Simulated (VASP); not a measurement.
Runs of VASP 6.6.1 on SiC. The structure is that of space group F-43m (No. 216), or close to it. The cells are those of the table. 

```tsv
level	cell	smearing	gap on the mesh (eV)	pressure (GPa)	largest force (eV/Å)
r2SCAN	a = 3.067 Å, angles 58.8°, 2 atoms	gaussian 0.01 eV	1.57	9.8	0.01
PBE	a = 3.104, b = 3.104, c = 3.128 Å, angles 59.7, 59.7, 60.5°, 2 atoms	fermi-dirac 0.02 eV	1.23	(a)	-
PBE	a = 3.067 Å, angles 58.8°, 2 atoms	fermi-dirac 0.02 eV	1.20	13.5	0.03
PBE	a = 3.080, b = 3.056, c = 3.056 Å, angles 60.5, 59.7, 59.7°, 2 atoms	fermi-dirac 0.02 eV	1.17	7.3	-
r2SCAN	a = 3.080, b = 3.056, c = 3.056 Å, angles 60.5, 59.7, 59.7°, 2 atoms	gaussian 0.01 eV	1.54	(b)	-
r2SCAN	a = 3.104, b = 3.104, c = 3.128 Å, angles 59.7, 59.7, 60.5°, 2 atoms	gaussian 0.01 eV	1.58	(c)	-
```

Alike in all rows: task single point; potentials or basis VASP PAW PBE potentials, release 64 (Si, C); no spin polarisation; k mesh 10 × 10 × 10; cutoff (eV) 520.

Question: Fill in the values left out.

Answer: (a) -3.0; (b) 3.6; (c) -6.7.

Caveats: the PAW data sets were made with another functional, which shifts forces and pressure a little (some runs).

A k mesh can miss the band edges.
